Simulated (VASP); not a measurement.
# CoO (R-3m) in VASP: a series of runs, part 2 of 2

VASP 6.6.1. The steps go on from the part before.

### Step 4. Single point, PBEsol, collinear spin, ferromagnetic start

This run uses another cell than the first one, of 8.96 Å³/atom, 0.947 times its volume.

File INCAR:

```
SYSTEM = CoO
PREC = Accurate
ENCUT = 520
EDIFF = 1E-6
ISMEAR = -1
SIGMA = 0.05
LREAL = .False.
LASPH = .True.
NELM = 150
ALGO = Normal
ISIF = 2
LWAVE = .False.
LCHARG = .False.
ISPIN = 2
MAGMOM = 2 0
LORBIT = 11
LMAXMIX = 4
GGA = PS
NBANDS = 18
```

File KPOINTS:

```
Automatic mesh
0
Gamma
  11 11 11
  0 0 0
```

File POSCAR:

```
CoO
1.0
    1.5273308165      0.8818048580      2.2175204671
   -1.5273308165      0.8818048580      2.2175204671
    0.0000000000     -1.7636097160      2.2175204671
Co O
1 1
Direct
    0.0000000000      0.0000000000      0.0000000000
    0.5000000000      0.5000000000      0.5000000000
```

Started as:

```bash
cat potpaw_PBE.64/Co/POTCAR potpaw_PBE.64/O/POTCAR > POTCAR
mpirun -np 1 vasp_std > vasp.out
```

Run time: 76 s. Hardware: 1 thread of Intel Xeon Platinum 8259CL at 2.50GHz (Skylake/Cascade Lake), shared host; peak memory 0.2 GiB.

It converged, with:

| Item | Value |
| --- | --- |
| Free energy | -14.0177 eV |
| Pressure | -0.9 GPa |
| Net moment | 2.66 μB per cell |
| Site moments | Co +2.36; O +0.26 μB |
| Valence electrons inside the program's atomic spheres | Co 7.94; O 4.98 |

Stress tensor (GPa, compression positive):
```
-0.98  0.00  0.00
 0.00 -0.98  0.00
 0.00  0.00 -0.75
```

Levels at points of the mesh, in eV from the Fermi level:
Spin up:
| k point | band 7 | band 8 | band 9 | band 10 | band 11 | band 12 |
| --- | --- | --- | --- | --- | --- | --- |
| (0.00, 0.00, 0.00) | -3.11 | -3.02 | -2.78 | 1.32 | 16.74 | 17.57 |
Spin down:
```tsv
k point	band 4	band 5	band 6	band 7	band 8	band 9
(0.00, 0.00, 0.00)	-2.45	-1.52	-1.52	-0.99	-0.23	-0.23
```

Caveat: the PAW data sets were made with another functional, which shifts forces and pressure a little; a cell with one magnetic atom can't hold antiferromagnetic order, which such compounds often take; semilocal functionals often make such compounds metallic where correlation or magnetic order opens a gap, which also shifts bond lengths.

### Step 5. Single point, revPBE, collinear spin, ferromagnetic start

This run uses another cell than the first one, of 9.79 Å³/atom, 1.034 times its volume.

File INCAR:

```
  ALGO = Normal
  EDIFF = 1E-6
  ENCUT = 520
  GGA = RE
  ISIF = 2
  ISMEAR = -1
  ISPIN = 2
  LASPH = T
  LCHARG = F
  LMAXMIX = 4
  LORBIT = 11
  LREAL = F
  LWAVE = F
  MAGMOM = 2 0
  NBANDS = 18
  NELM = 150
  PREC = Accurate
  SIGMA = 0.05
```

File KPOINTS:

```
k-points
0
Gamma
  11 11 11
```

File POSCAR:

```
CoO
1.0
    1.5506041941      0.8952417489      2.3507699311
   -1.5506041941      0.8952417489      2.3507699311
    0.0000000000     -1.7904834978      2.3507699311
Co O
1 1
Direct
    0.0000000000      0.0000000000      0.0000000000
    0.5000000000      0.5000000000      0.5000000000
```

Potentials or basis: VASP PAW PBE potentials, release 64 (Co, O).

Started as:

```bash
cat potpaw_PBE.64/Co/POTCAR potpaw_PBE.64/O/POTCAR > POTCAR
mpirun -np 1 vasp_std > vasp.out
```

OUTCAR:

```text
EDIFF = 1E-6
   ENCUT = 520
   GGA = RE
   ISIF = 2
   ISMEAR = -1
   ISPIN = 2
   LASPH = T
   LORBIT = 11
   LREAL = F
   NELM = 150
   PREC = Accurate

 ion  position               nearest neighbor table
   1  0.000  0.000  0.000-   2 2.14   2 2.14   2 2.14   2 2.14   2 2.14   2 2.14
   2  0.500  0.500  0.500-   1 2.14   1 2.14   1 2.14   1 2.14   1 2.14   1 2.14

  LATTYP: Found a trigonal (rhomboedric) cell.
 ALAT       =     2.9549873815
 COS(alpha) =     0.4492929415

  Lattice vectors:

 A1 = (   1.5506041941,   0.8952417489,   2.3507699311)
 A2 = (  -1.5506041941,   0.8952417489,   2.3507699311)
 A3 = (   0.0000000000,  -1.7904834978,   2.3507699311)
[... 1221 lines left out ...]

 VOLUME and BASIS-vectors are now :
 -----------------------------------------------------------------------------
  energy-cutoff  :      520.00
  volume of cell :       19.58
      direct lattice vectors                 reciprocal lattice vectors
     1.550604194  0.895241749  2.350769931     0.322454951  0.186169453  0.141797514
    -1.550604194  0.895241749  2.350769931    -0.322454951  0.186169453  0.141797514
     0.000000000 -1.790483498  2.350769931     0.000000000 -0.372338906  0.141797514

 POSITION                                       TOTAL-FORCE (eV/Angst)
 -----------------------------------------------------------------------------------
      0.00000      0.00000      0.00000        -0.000000      0.000000     -0.000000
      0.00000      0.00000      3.52615         0.000000     -0.000000      0.000000
 -----------------------------------------------------------------------------------
    total drift:                               -0.000000      0.000000     -0.000000

  FREE ENERGIE OF THE ION-ELECTRON SYSTEM (eV)
  ---------------------------------------------------
  free  energy   TOTEN  =       -12.3421477286 eV

  energy  without entropy=      -12.3136807062  energy(sigma->0) =      -12.32791422

 total charge

# of ion       s       p       d       tot
------------------------------------------
    1        0.290   0.346   7.126   7.762
    2        1.560   3.423   0.000   4.983
--------------------------------------------------
tot          1.850   3.769   7.126  12.746

 magnetization (x)

# of ion       s       p       d       tot
------------------------------------------
    1        0.019   0.017   2.546   2.582
    2        0.028   0.276   0.000   0.303
--------------------------------------------------
tot          0.047   0.292   2.546   2.886
```

Run time: 95 s. Hardware: 1 thread of Intel Xeon Platinum 8259CL at 2.50GHz (Skylake/Cascade Lake), shared host; peak memory 0.21 GiB.

Results:

* Free energy: -12.3421 eV
* Pressure: -0.4 GPa
* Net moment: 2.93 μB per cell
* Site moments: Co +2.58; O +0.30 μB
* Valence electrons inside the program's atomic spheres: Co 7.76; O 4.98

Stress tensor (GPa, compression positive):
```
-0.50  0.00  0.00
 0.00 -0.50  0.00
 0.00  0.00 -0.34
```

Levels at points of the mesh, in eV from the Fermi level:
Spin up:
| k point | band 5 | band 6 | band 7 | band 8 | band 9 | band 10 | band 11 | band 12 | band 13 | band 14 |
| --- | --- | --- | --- | --- | --- | --- | --- | --- | --- | --- |
| (0.00, 0.00, 0.00) | -3.15 | -3.14 | -3.14 | -2.81 | -2.71 | 1.00 | 16.82 | 17.45 | 17.45 | 19.58 |
Spin down:
| k point | band 4 | band 5 | band 6 | band 7 | band 8 | band 9 |
| --- | --- | --- | --- | --- | --- | --- |
| (0.00, 0.00, 0.00) | -2.11 | -1.14 | -1.14 | -0.95 | 0.17 | 0.17 |

Caveat: the PAW data sets were made with another functional, which shifts forces and pressure a little; a cell with one magnetic atom can't hold antiferromagnetic order, which such compounds often take; semilocal functionals often make such compounds metallic where correlation or magnetic order opens a gap, which also shifts bond lengths. With open d or f shells a metallic result of revPBE can be an artefact of self-interaction; +U or a hybrid may open a gap.

### Step 6. Overview

| level | cell | gap on the mesh (eV) | pressure (GPa) | moment (μB) |
| --- | --- | --- | --- | --- |
| RPBE+D4 | a = 2.903 Å, angles 64.3°, 2 atoms | none | -0.5 | 2.87 |
| revPBE+D3(BJ) | a = 2.939 Å, angles 63.4°, 2 atoms | none | -0.6 | 2.91 |
| PBEsol | a = 2.833 Å, angles 65.2°, 2 atoms | none | -0.9 | 2.66 |
| revPBE | a = 2.955 Å, angles 63.3°, 2 atoms | none | -0.4 | 2.93 |

Alike in all rows: task single point; potentials or basis VASP PAW PBE potentials, release 64 (Co, O); spin collinear, ferromagnetic start; k mesh 11 × 11 × 11; cutoff (eV) 520; smearing fermi-dirac 0.05 eV.

Caveats: the PAW data sets were made with another functional, which shifts forces and pressure a little; a cell with one magnetic atom can't hold antiferromagnetic order, which such compounds often take; semilocal functionals often make such compounds metallic where correlation or magnetic order opens a gap, which also shifts bond lengths; pairwise dispersion overbinds metals, which lowers pressure and volume (some runs).

Absolute energies hang on the potentials; compare differences alone.
